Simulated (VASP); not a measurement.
Wanted: the native input for a VASP 6.6.1 run.

- Task: single point
- Functional: PBE
- Potentials or basis: VASP PAW PBE potentials, release 64 (Mo_sv)
- Cutoff: 520 eV
- k mesh: 17 × 17 × 17
- Occupations: fermi-dirac, width 0.05 eV
- Spin: collinear spin, zero start
- Starting moments: [0.0] μB
- Fixed moment: 0 μB
- Dipole correction: no
- Further INCAR settings: ALGO = Normal; EDIFF = 1e-06; NBANDS = 17

The structure of Mo lies in POSCAR:

```
Mo
1.0
   -1.5734150000      1.5734150000      1.5734150000
    1.5734150000     -1.5734150000      1.5734150000
    1.5734150000      1.5734150000     -1.5734150000
Mo
1
Direct
    0.0000000000      0.0000000000      0.0000000000
```

One way to write it, as run:

INCAR

```
SYSTEM = Mo
PREC     = Accurate       ! precision mode
ENCUT    = 520            ! plane-wave cutoff, eV
EDIFF    = 1E-6           ! SCF threshold, eV
ISMEAR   = -1             ! smearing method
SIGMA    = 0.05           ! smearing width, eV
LREAL    = .False.        ! projectors in reciprocal space
LASPH    = .True.         ! aspherical terms in the spheres
NELM     = 150            ! most SCF steps
ALGO     = Normal         ! electronic algorithm
ISIF     = 2              ! what is computed and relaxed
LWAVE    = .False.        ! write WAVECAR
LCHARG   = .False.        ! write CHGCAR
ISPIN    = 2              ! spin polarisation
MAGMOM   = 0              ! initial moments
LORBIT   = 11             ! projections on sites
NUPDOWN  = 0.0            ! fixed moment
LMAXMIX  = 4              ! l up to which the mixer works
GGA      = PE             ! functional
NBANDS   = 17             ! bands
```

KPOINTS

```
Automatic mesh
0
Gamma
  17 17 17
  0 0 0
```

Potentials or basis: VASP PAW PBE potentials, release 64 (Mo_sv).

The run is started by

```bash
$ cat potpaw_PBE.64/Mo_sv/POTCAR > POTCAR
$ mpirun -np 1 vasp_std > vasp.out
```

It gave:

| Quantity | Value |
| --- | --- |
| Pressure | 4.2 GPa |
| Net moment | 0.00 μB per cell |
| Valence electrons inside the program's atomic spheres | Mo 12.51 |

Caveat: the total moment is fixed, so each spin has its own Fermi level.

Run time: 23 s on 1 thread of Intel(R) Xeon(R) 6975P-C (Granite Rapids), with other jobs on the host, peak memory 0.17 GiB.
